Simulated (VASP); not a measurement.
Here is a VASP 6.6.1 calculation.

POSCAR

```
RbBr
1.0
    4.8183301838      0.0000000000      0.0000000000
   -2.4091650919      4.1727963430      0.0000000000
    0.0000000000      0.0000000000      8.4934283109
Rb Br
2 2
Direct
    0.0000000000      0.0000000000      0.0000000000
    0.0000000000      0.0000000000      0.5000000000
    0.3333333333      0.6666666667      0.2500000000
    0.6666666667      0.3333333333      0.7500000000
```

Contents of INCAR.step1:

```
ALGO = Normal
EDIFF = 1E-4
ENCUT = 520
GGA = PE
ISMEAR = 0
LASPH = True
LCHARG = False
LREAL = False
LWAVE = True
NBANDS = 24
NELM = 100
PREC = Accurate
SIGMA = 0.01
```

File INCAR.step2:

```
ALGO = Normal
EDIFF = 1E-6
ENCUT = 520
ISIF = 2
ISMEAR = 0
ISTART = 1
LASPH = True
LCHARG = False
LMIXTAU = True
LREAL = False
LWAVE = False
METAGGA = R2SCAN
NBANDS = 24
NELM = 100
PREC = Accurate
SIGMA = 0.01
```

KPOINTS

```
k-points
0
Gamma
  6 6 4
```

Potentials or basis: VASP PAW PBE potentials, release 64 (Rb_sv, Br).

The run is started by

```sh
$ cat potpaw_PBE.64/Rb_sv/POTCAR potpaw_PBE.64/Br/POTCAR > POTCAR
$ cp INCAR.step1 INCAR
$ mpirun -np 1 vasp_std > vasp.out
$ cp INCAR.step2 INCAR
$ mpirun -np 1 vasp_std > vasp.out
```

(1) Estimate the band gap on the k mesh.

(2) What does it give for the pressure?

## Answers

(1) 4.77 eV, direct.

(2) -0.3 GPa.

Caveat: the PAW data sets were made with another functional, which shifts forces and pressure a little.
